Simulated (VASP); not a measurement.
# FeRe6Pb2 in VASP: notebook, part 2 of 2

VASP 6.6.1. Earlier steps stand in the parts before.

### Step 3. Single point, PBE

File INCAR:

```
SYSTEM = FeRe6Pb2
PREC = Accurate ; ENCUT = 520
EDIFF = 1E-6 ; ISMEAR = -1
SIGMA = 0.1 ; LREAL = .FALSE.
LASPH = .TRUE. ; NELM = 100
ALGO = Normal ; ISIF = 2
LWAVE = .FALSE. ; LCHARG = .FALSE.
GGA = PE ; NBANDS = 49
```

File KPOINTS:

```
regular mesh
0
G
  3 3 5
  0 0 0
```

File POSCAR:

```
FeRe6Pb2
1.0
    7.1122460000      0.0000000000      0.0000000000
   -3.5561230000      6.1593900000      0.0000000000
    0.0000000000      0.0000000000      3.6588450000
Pb Re Fe
2 6 1
Direct
    0.3333000000      0.6667000000      0.0000000000
    0.6667000000      0.3333000000      0.0000000000
    0.2420000000      0.0000000000      0.0000000000
    0.7580000000      0.7580000000      0.0000000000
    0.0000000000      0.2420000000      0.0000000000
    0.5970000000      0.0000000000      0.5000000000
    0.4030000000      0.4030000000      0.5000000000
    0.0000000000      0.5970000000      0.5000000000
    0.0000000000      0.0000000000      0.5000000000
```

Potentials or basis: VASP PAW PBE potentials, release 64 (Pb_d, Re, Fe).

Run with:

```sh
cat potpaw_PBE.64/Pb_d/POTCAR potpaw_PBE.64/Re/POTCAR potpaw_PBE.64/Fe/POTCAR > POTCAR
mpirun -np 1 vasp_std > vasp.out
```

OUTCAR:

```text
SYSTEM = FeRe6Pb2
   PREC = Accurate
   ENCUT = 520
   EDIFF = 1E-6
   ISMEAR = -1
   LREAL = .FALSE.
   LASPH = .TRUE.
   NELM = 100
   ISIF = 2
   GGA = PE

 ion  position               nearest neighbor table
   1  0.333  0.667  0.000-   3 2.75   5 2.75   4 2.75   8 2.83   8 2.83   6 2.84   6 2.84   7 2.84
                             7 2.84   2 4.11   2 4.11   2 4.11
   2  0.667  0.333  0.000-   5 2.75   3 2.75   4 2.75   6 2.83   6 2.83   8 2.84   8 2.84   7 2.84
                             7 2.84   1 4.11   1 4.11   1 4.11
   3  0.242  0.000  0.000-   9 2.51   9 2.51   1 2.75   2 2.75   4 2.98   5 2.98   7 3.10   7 3.10
                             8 3.10   8 3.10   6 3.12   6 3.12
   4  0.758  0.758  0.000-   9 2.51   9 2.51   1 2.75   2 2.75   3 2.98   5 2.98   8 3.10   8 3.10
                             6 3.10   6 3.10   7 3.12   7 3.12
   5  0.000  0.242  0.000-   9 2.51   9 2.51   2 2.75   1 2.75   3 2.98   4 2.98   7 3.10   7 3.10
                             6 3.10   6 3.10   8 3.12   8 3.12
   6  0.597  0.000  0.500-   2 2.83   2 2.83   1 2.84   1 2.84   9 2.87   5 3.10   4 3.10   4 3.10
                             5 3.10   3 3.12   3 3.12
   7  0.403  0.403  0.500-   2 2.84   2 2.84   1 2.84   1 2.84   9 2.87   5 3.10   5 3.10   3 3.10
[... 205 lines left out ...]
      6      -9.5045      2.00000
[... 613 lines left out ...]
     48       9.0655      0.00000
     49       9.1881      0.00000

------------------------ aborting loop because EDIFF is reached ----------------------------------------

  FORCE on cell =-STRESS in cart. coord.  units (eV):
  Direction    XX          YY          ZZ          XY          YZ          ZX
  --------------------------------------------------------------------------------------
  -------------------------------------------------------------------------------------
  Total      -13.5789894    -13.5811332    -15.0226566     -0.0018403      0.0000000      0.0000000
  in kB     -135.7342809   -135.7557106   -150.1650405     -0.0183951      0.0000000      0.0000000
  external PRESSURE =    -140.5516774 kB  Pullay stress =       0.0000000 kB

 VOLUME and BASIS-vectors are now :
 -----------------------------------------------------------------------------
  energy-cutoff  :      520.00
  volume of cell :      160.28
      direct lattice vectors                 reciprocal lattice vectors
     7.112246000  0.000000000  0.000000000     0.140602561  0.081176870  0.000000000
    -3.556123000  6.159390000  0.000000000     0.000000000  0.162353740  0.000000000
     0.000000000  0.000000000  3.658845000     0.000000000  0.000000000  0.273310293

 POSITION                                       TOTAL-FORCE (eV/Angst)
 -----------------------------------------------------------------------------------
     -0.00036      4.10647      0.00000         0.005933     -0.003627      0.000000
      3.55648      2.05292      0.00000        -0.006108      0.003324      0.000000
      1.72116      0.00000      0.00000        -2.792313      0.002771      0.000000
      2.69554      4.66882      0.00000         1.394280      2.414966      0.000000
     -0.86058      1.49057      0.00000         1.398556     -2.416830      0.000000
      4.24601      0.00000      1.82942         2.581001     -0.001385      0.000000
      1.43312      2.48223      1.82942        -1.289633     -2.233711      0.000000
     -2.12301      3.67716      1.82942        -1.291700      2.234522      0.000000
      0.00000      0.00000      1.82942        -0.000017     -0.000029      0.000000
 -----------------------------------------------------------------------------------
    total drift:                               -0.000080     -0.000115      0.000000

  FREE ENERGIE OF THE ION-ELECTRON SYSTEM (eV)
  ---------------------------------------------------
  free  energy   TOTEN  =       -78.6579546721 eV

  energy  without entropy=      -78.2506375380  energy(sigma->0) =      -78.45429611
```

stdout:

```text
POSCAR found type information on POSCAR PbReFe
 POSCAR found :  3 types and       9 ions
 scaLAPACK will be used
 LDA part: xc-table for (Slater+PW92), standard interpolation
 POSCAR, INCAR and KPOINTS ok, starting setup
 FFT: planning ... GRIDC
 FFT: planning ... GRID_SOFT
 FFT: planning ... GRID
 WAVECAR not read
 entering main loop
```

Run time: 4.5 min. Hardware: 1 thread of Intel Xeon Platinum 8375C at 2.90GHz (Ice Lake), shared host; peak memory 0.32 GiB.

Results:

| Item | Value |
| --- | --- |
| Free energy | -78.6580 eV |
| Pressure | -14.1 GPa |
| Largest force | 2.792 eV/Å |
| Band gap on the k mesh | zero (bands 39 and 40 overlap by 0.28 eV) |

Forces on the atoms (eV/Å):
```
Pb   0.006 -0.004  0.000
Pb  -0.006  0.003  0.000
Re  -2.792  0.003  0.000
Re   1.394  2.415  0.000
Re   1.399 -2.417  0.000
Re   2.581 -0.001  0.000
Re  -1.290 -2.234  0.000
Re  -1.292  2.235  0.000
Fe   0.000  0.000  0.000
```

Caveat: the cell stands under tension; spin-orbit coupling is left out, which moves the levels of the heavy elements; the run has no spin polarisation, though such a crystal can be magnetic; forces of over 1 eV/Å act on the atoms, so gaps and moduli don't describe the material at rest.

### Step 4. Single point, PBE

File INCAR:

```
SYSTEM = FeRe6Pb2
  PREC = Accurate
  ENCUT = 520
  EDIFF = 1E-7
  ISMEAR = -1
  SIGMA = 0.1
  LREAL = .FALSE.
  LASPH = .TRUE.
  NELM = 60
  ALGO = Normal
  ISIF = 2
  LWAVE = .FALSE.
  LCHARG = .TRUE.
  GGA = PE
  LELF = .TRUE.
  LVHAR = .TRUE.
  NBANDS = 49
  ISYM = 0
```

File KPOINTS:

```
Automatic mesh
0
G
  3 3 5
  0 0 0
```

POSCAR is that of step 3.

Run with:

```sh
cat potpaw_PBE.64/Pb_d/POTCAR potpaw_PBE.64/Re/POTCAR potpaw_PBE.64/Fe/POTCAR > POTCAR
mpirun -np 1 vasp_std > vasp.out
```

Run time: 10 min. Hardware: 1 thread of Intel Xeon Platinum 8375C at 2.90GHz (Ice Lake), shared host; peak memory 0.37 GiB.

It converged, with:

```yaml
Free_energy: -78.6580 eV
Pressure: -14.1 GPa
Largest_force: 2.792 eV/Å
Band_gap_on_the_k_mesh: zero (bands 39 and 40 overlap by 0.28 eV)
```

Forces on the atoms (eV/Å):
```
Pb   0.006 -0.003  0.000
Pb  -0.006  0.003  0.000
Re  -2.792  0.003  0.000
Re   1.394  2.415  0.000
Re   1.398 -2.417  0.000
Re   2.581 -0.002  0.000
Re  -1.289 -2.233  0.000
Re  -1.292  2.234  0.000
Fe   0.000  0.000  0.000
```

Stress tensor (GPa, compression positive):
```
-13.57   0.00   0.00
  0.00 -13.57   0.00
  0.00   0.00 -15.01
```

Levels at points of the mesh, in eV from the Fermi level:
```tsv
k point	band 35	band 36	band 37	band 38	band 39	band 40	band 41	band 42	band 43	band 44
(0.00, 0.00, 0.00)	-0.79	-0.79	-0.37	0.01	0.01	0.21	0.21	0.31	0.47	0.64
```

Caveat: the cell stands under tension; spin-orbit coupling is left out, which moves the levels of the heavy elements; the run has no spin polarisation, though such a crystal can be magnetic; forces of over 1 eV/Å act on the atoms, so gaps and moduli don't describe the material at rest. Spin polarisation is off, so any magnetic state and its effect on volume and gap are missing.
